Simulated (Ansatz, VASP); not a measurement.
**Be2Hg in VASP and in Ansatz**

```
Be Hg
1.0
     1.44457    0.83402    5.81792
    -1.44457    0.83402    5.81792
     0.00000   -1.66805    5.81792
Be Hg
2 1
Direct
  0.21029 0.21029 0.21029
  0.45518 0.45518 0.45518
  0.00123 0.00123 0.00123
```

Alike in both runs: functional PBE; k mesh 18 × 18 × 18; occupations gaussian, width 0.1 eV; no spin polarisation.

Ansatz relaxed the structure, and its values are those at the end. VASP's run is a single point on that final structure, the one shown.

|  | VASP | Ansatz |
| --- | --- | --- |
| version | VASP 6.6.1 | Ansatz 0.2.0 |
| potentials or method | VASP PAW PBE potentials, release 64 (Be, Hg), cutoff 520 eV | scalar-relativistic, plane waves, PAW |
| valence electrons in the cell | 16 | 24 |

```csv
,VASP,Ansatz,Ansatz less VASP
gap on the k mesh at the Fermi level (eV),none,none,-
pressure (GPa),0.5,0.0,-0.46
rms of the force components (eV/Å),0.006,0.003,-0.0025
```

A gap of «none» marks a metal or a gap that the smearing closes. VASP's potentials hold 16 valence electrons a cell and Ansatz's 24, so a difference there can come from the potentials and not from the codes.

Neither program's run includes spin-orbit coupling.
